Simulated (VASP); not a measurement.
WC, 2 atoms in the cell. Symmetry: Fm-3m, No. 225, cubic system. Conventional cell: a = 4.296 Å, b = 4.296 Å, c = 4.296 Å, α = 90.00°, β = 90.00°, γ = 90.00°. W (site symmetry m-3m) has 6 C at 2.15 Å within 2.8 Å. Within 2.8 Å of C (site symmetry m-3m) lie 6 W at 2.15 Å. 

| Quantity | Value |
| --- | --- |
| Program | VASP 6.6.1 |
| Task | single point |
| Functional | HSE06 |
| Potentials or basis | VASP PAW PBE potentials, release 64 (W_sv, C) |
| Cutoff | 520 eV |
| k mesh | 6 × 6 × 6 |
| Occupations | fermi-dirac, width 0.05 eV |
| Spin | no spin polarisation |
| Dipole correction | no |
| Grid for exact exchange (PRECFOCK) | Normal |
| Further INCAR settings | ALGO = Normal; EDIFF = 1e-06; NBANDS = 16 |
| Screening parameter | 0.2079 1/Å |

Potentials or basis: VASP PAW PBE potentials, release 64 (W_sv, C).

The run is started by

```console
$ cat potpaw_PBE.64/W_sv/POTCAR potpaw_PBE.64/C/POTCAR > POTCAR
$ cp INCAR.step1 INCAR
$ mpirun -np 1 vasp_std > vasp.out
$ cp INCAR.step2 INCAR
$ mpirun -np 1 vasp_std > vasp.out
```

Hardware: 1 thread of AMD EPYC 9R45 96-Core Processor (Zen 5), with other jobs on the host.

How long does it take, and how much memory?

It took 16 min on 1 thread of AMD EPYC 9R45 96-Core Processor (Zen 5), with other jobs on the host, peak memory 0.23 GiB. Counts: k points 16.
